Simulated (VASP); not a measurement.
Write the native input for VASP 6.6.1 that does the following.

```
Task                   : single point
Functional             : PBE
Potentials or basis    : VASP PAW PBE potentials, release 64 (Cd, Se)
Cutoff                 : 520 eV
k mesh                 : 6 × 6 × 4
Occupations            : gaussian, width 0.05 eV
Spin                   : no spin polarisation
Dipole correction      : no
Further INCAR settings : ALGO = Normal; EDIFF = 1e-06; NBANDS = 26
```

The structure of CdSe lies in POSCAR:

```
CdSe
1.0
    4.2984999142      0.0000000000      0.0000000000
   -2.1492499571      3.7226101239      0.0000000000
    0.0000000000      0.0000000000      6.6644400000
Cd Se
2 2
Direct
    0.6666666667      0.3333333333      0.0000000000
    0.3333333333      0.6666666667      0.5000000000
    0.6666666667      0.3333333333      0.3750000000
    0.3333333333      0.6666666667      0.8750000000
```

This cell differs from its parent crystal: strain +0.000 along x and y, -0.050 along z.

One way to write it, as run:

INCAR

```
SYSTEM = CdSe
PREC = Accurate ; ENCUT = 520
EDIFF = 1E-6 ; ISMEAR = 0
SIGMA = 0.05 ; LREAL = .False.
LASPH = .True. ; NELM = 60
ALGO = Normal ; ISIF = 2
LWAVE = .False. ; LCHARG = .False.
GGA = PE ; NBANDS = 26
```

KPOINTS

```
Automatic mesh
0
Gamma
  6 6 4
  0 0 0
```

Potentials or basis: VASP PAW PBE potentials, release 64 (Cd, Se).

The run is started by

```sh
$ cat potpaw_PBE.64/Cd/POTCAR potpaw_PBE.64/Se/POTCAR > POTCAR
$ mpirun -np 1 vasp_std > vasp.out
```

Results of the run:

```yaml
Pressure: 7.1 GPa
Largest_force: 0.665 eV/Å
Band_gap_on_the_k_mesh: 0.79 eV
```

Caveat: the cell differs from its parent crystal (strain +0.000 along x and y, -0.050 along z); the stress differs along the axes, from 5 to 12 GPa; semilocal functionals underestimate gaps, and a narrow one can read as zero.

Wall time 100 s on 1 thread of Intel Xeon 8259CL (shared host), peak memory 0.24 GiB.
